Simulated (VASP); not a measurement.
A run of VASP 6.6.1 is set up as follows.

Contents of INCAR:

```
PREC = Accurate ; ENCUT = 600
EDIFF = 1E-6 ; ISMEAR = 0
SIGMA = 0.1 ; LREAL = False
LASPH = True ; NELM = 120
ALGO = Normal ; ISIF = 2
LWAVE = False ; LCHARG = False
GGA = PS ; NBANDS = 14
GGA_COMPAT = False
```

File KPOINTS:

```
Automatic mesh
0
Gamma
  14 14 14
```

The input POSCAR:

```
AlCu
1.0
    2.8956601711      0.0000000000      0.0000000000
    0.0000000000      2.8956601711      0.0000000000
    0.0000000000      0.0000000000      2.8956601711
Al Cu
1 1
Direct
    0.0000000000      0.0000000000      0.0000000000
    0.5000000000      0.5000000000      0.5000000000
```

Potentials or basis: VASP PAW PBE potentials, release 64 (Al, Cu).

The run is started by

```bash
$ cat potpaw_PBE.64/Al/POTCAR potpaw_PBE.64/Cu/POTCAR > POTCAR
$ mpirun -np 1 vasp_std > vasp.out
```

(1) What does it give for the pressure?

(2) Predict the band gap on the k mesh.

Answers

(1) 10.0 GPa.

(2) zero (band 7 reaches 14.40 eV, above the bottom of band 8 at 9.43 eV).

Caveat: the PAW data sets were made with another functional, which shifts forces and pressure a little.
